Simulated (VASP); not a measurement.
ScB4, 5 atoms in the cell. It takes space group P4/mmm (No. 123, tetragonal). The conventional cell has a = 3.336 Å, b = 3.336 Å, c = 4.381 Å, α = 90.00°, β = 90.00°, γ = 90.00°. Sc (site symmetry 4/mmm) has 12 B at 2.36 to 2.75 Å within 3.1 Å. B (site symmetry mmm) has 2 B at 1.67 Å within 2.2 Å. B (site symmetry 4/mmm) has 6 B at 1.67 to 2.19 Å within 2.2 Å. B (site symmetry 4/mmm) has 10 B at 2.19 to 2.75 Å and 4 Sc at 2.36 Å within 2.9 Å. 

| Quantity | Value |
| --- | --- |
| Program | VASP 6.6.1 |
| Task | single point |
| Functional | PBE |
| Potentials or basis | VASP PAW PBE potentials, release 64 (Sc_sv, B) |
| Cutoff | 520 eV |
| k mesh | 6 × 6 × 4 |
| Occupations | gaussian, width 0.1 eV |
| Spin | collinear spin, ferromagnetic start |
| Starting moments | [1.0, 0.0, 0.0, 0.0, 0.0] μB |
| Dipole correction | no |
| Further INCAR settings | ALGO = Normal; EDIFF = 1e-06; NBANDS = 24 |

Potentials or basis: VASP PAW PBE potentials, release 64 (Sc_sv, B).

Command:

```bash
$ cat potpaw_PBE.64/Sc_sv/POTCAR potpaw_PBE.64/B/POTCAR > POTCAR
$ mpirun -np 1 vasp_std > vasp.out
```

Hardware: 1 thread of Intel(R) Xeon(R) Platinum 8259CL CPU @ 2.50GHz (Skylake/Cascade Lake), with other jobs on the host.

Problem. How long does it take, and how much memory?

Solution. It took 61 s on 1 thread of Intel(R) Xeon(R) Platinum 8259CL CPU @ 2.50GHz (Skylake/Cascade Lake), on a shared host, peak memory 0.22 GiB. Counts: scf iterations 13, k points 30.
